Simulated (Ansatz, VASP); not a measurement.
# Na in VASP and in Ansatz

```
CELL_PARAMETERS angstrom
3.67555 0.00000 0.00000
-1.83777 3.18312 0.00000
0.00000 0.00000 12.45318
ATOMIC_POSITIONS crystal
Na 0.66667 0.33333 0.75000
Na 0.00000 0.00000 0.50000
Na 0.33333 0.66667 0.25000
Na 0.00000 0.00000 0.00000
```

Alike in both runs: task single point; functional LDA; k mesh 8 × 8 × 3; occupations fermi-dirac, width 0.05 eV; no spin polarisation.

```csv
,VASP,Ansatz
version,VASP 6.6.1,Ansatz 0.2.0
potentials or method,"VASP PAW LDA potentials, release 64 (Na_pv)",Ansatz PAW
plane-wave cutoff (eV),520,420
valence electrons in the cell,28,36
```

```tsv
	VASP	Ansatz	Ansatz less VASP
gap on the k mesh at the Fermi level (eV)	none	none	-
pressure (GPa)	-0.7	-0.7	+0.07
traceless stress, the component that is largest in VASP (GPa)	-0.64	-0.64	+0.001
```

LDA's correlation is that of Perdew and Zunger in VASP and of Perdew and Wang (1992) in Ansatz. A gap of «none» marks a metal or a gap that the smearing closes. VASP's potentials hold 28 valence electrons a cell and Ansatz's 36, so a difference there can come from the potentials and not from the codes.
